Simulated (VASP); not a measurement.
A run of VASP 6.6.1 is set up as follows.

INCAR

```
SYSTEM = Si
PREC     = Accurate       ! precision mode
ENCUT    = 520            ! plane-wave cutoff, eV
EDIFF    = 1E-6           ! SCF threshold, eV
ISMEAR   = 0              ! smearing method
SIGMA    = 0.1            ! smearing width, eV
LREAL    = .False.        ! projectors in reciprocal space
LASPH    = .True.         ! aspherical terms in the spheres
NELM     = 60             ! most SCF steps
ALGO     = Normal         ! electronic algorithm
ISIF     = 2              ! what is computed and relaxed
LWAVE    = .False.        ! write WAVECAR
LCHARG   = .False.        ! write CHGCAR
LDIPOL   = .True.       
IDIPOL   = 3            
DIPOL    = 0.5 0.5 0.378
GGA      = PE             ! functional
IVDW     = 12             ! dispersion correction
NBANDS   = 16             ! bands
```

The input KPOINTS:

```
regular mesh
0
Gamma
  9 9 1
  0 0 0
```

File POSCAR:

```
Si
1.0
    3.8475254748      0.0000000000      0.0000000000
   -1.9237627374      3.3320548028      0.0000000000
    0.0000000000      0.0000000000     18.4415958287
Si
4
Direct
    0.3333333333      0.6666666667      0.2695427207
    0.6666666667      0.3333333333      0.2440135898
    0.6666666667      0.3333333333      0.5119728204
    0.3333333333      0.6666666667      0.4864436895
```

Potentials or basis: VASP PAW PBE potentials, release 64 (Si).

Launch:

```bash
$ cat potpaw_PBE.64/Si/POTCAR > POTCAR
$ mpirun -np 1 vasp_std > vasp.out
```

**Question.** Predict the largest force.

**Answer.** 0.152 eV/Å.

**Question.** Predict the band gap on the k mesh.

**Answer.** 0.42 eV, direct.

Forces on the atoms (eV/Å):
```
Si   0.000  0.000  0.152
Si   0.000  0.000 -0.004
Si   0.000  0.000  0.004
Si   0.000  0.000 -0.152
```
